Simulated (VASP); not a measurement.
BAs, 2 atoms in the cell. Symmetry: F-43m, No. 216, cubic system. The conventional cell has a = 4.711 Å, b = 4.711 Å, c = 4.711 Å, α = 90.00°, β = 90.00°, γ = 90.00°. Within 2.7 Å of B (site symmetry -43m) lie 4 As at 2.04 Å. As (site symmetry -43m) has 4 B at 2.04 Å within 2.7 Å. 

```yaml
Program: VASP 6.6.1
Task: vibrations by perturbation theory
Functional: LDA
Potentials_or_basis: VASP PAW LDA potentials, release 64 (B, As)
Cutoff: 520 eV
k_mesh: 10 × 10 × 10
Occupations: gaussian, width 0.01 eV
Spin: no spin polarisation
Dipole_correction: no
Further_INCAR_settings: ALGO = Normal; EDIFF = 1e-08; IBRION = 8; NSW = 1
```

Potentials or basis: VASP PAW LDA potentials, release 64 (B, As).

Run with:

```bash
$ cat potpaw_LDA.64/B/POTCAR potpaw_LDA.64/As/POTCAR > POTCAR
$ mpirun -np 1 vasp_std > vasp.out
```

Hardware: 1 thread of AMD EPYC 9R45 96-Core Processor (Zen 5), with other jobs on the host.

Q: How long does it take, and how much memory?

A: Run time: 2.3 min on 1 thread of AMD EPYC 9R45 96-Core Processor (Zen 5) (shared host), peak memory 0.2 GiB. Counts: scf iterations 120, k points 47.
